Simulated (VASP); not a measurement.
**In: single point with LDA**

Crystal: In.

```xyz
1
Lattice="3.0859 0.0000 0.0000 0.0000 3.0859 0.0000 0.0000 0.0000 3.0859" Properties=species:S:1:pos:R:3 pbc="T T T"
In    0.0000    0.0000    0.0000
```

This cell differs from its parent crystal: volume scaled by 1.12.

* Program: VASP 6.6.1
* Task: single point
* Functional: LDA
* Potentials or basis: VASP PAW LDA potentials, release 64 (In_d)
* Cutoff: 520 eV
* k mesh: 12 × 12 × 12
* Occupations: fermi-dirac, width 0.1 eV
* Spin: no spin polarisation
* Dipole correction: no
* Further INCAR settings: ALGO = Normal; EDIFF = 1e-06; NBANDS = 12

```
Pressure : -3.8 GPa
```

Levels at points of the mesh, in eV from the Fermi level:
| k point | band 3 | band 4 | band 5 | band 6 | band 7 | band 8 | band 9 | band 10 |
| --- | --- | --- | --- | --- | --- | --- | --- | --- |
| (0.00, 0.00, 0.00) | -14.15 | -14.15 | -14.15 | -8.85 | 7.07 | 7.07 | 7.07 | 10.38 |
| (0.50, 0.00, 0.00) | -14.33 | -14.33 | -14.14 | -5.40 | -3.21 | 9.96 | 9.96 | 12.63 |
| (0.50, 0.50, 0.00) | -14.31 | -14.31 | -13.96 | -1.82 | -0.57 | -0.57 | 4.00 | 13.24 |
| (0.50, 0.50, 0.50) | -14.57 | -13.95 | -13.95 | 2.01 | 2.01 | 2.01 | 2.35 | 7.20 |

Wall time 8.4 s on 1 thread of Intel(R) Xeon(R) Platinum 8488C (Sapphire Rapids) (shared host), peak memory 0.14 GiB.

Caveat: spin-orbit coupling is left out, which moves the levels of the heavy elements.
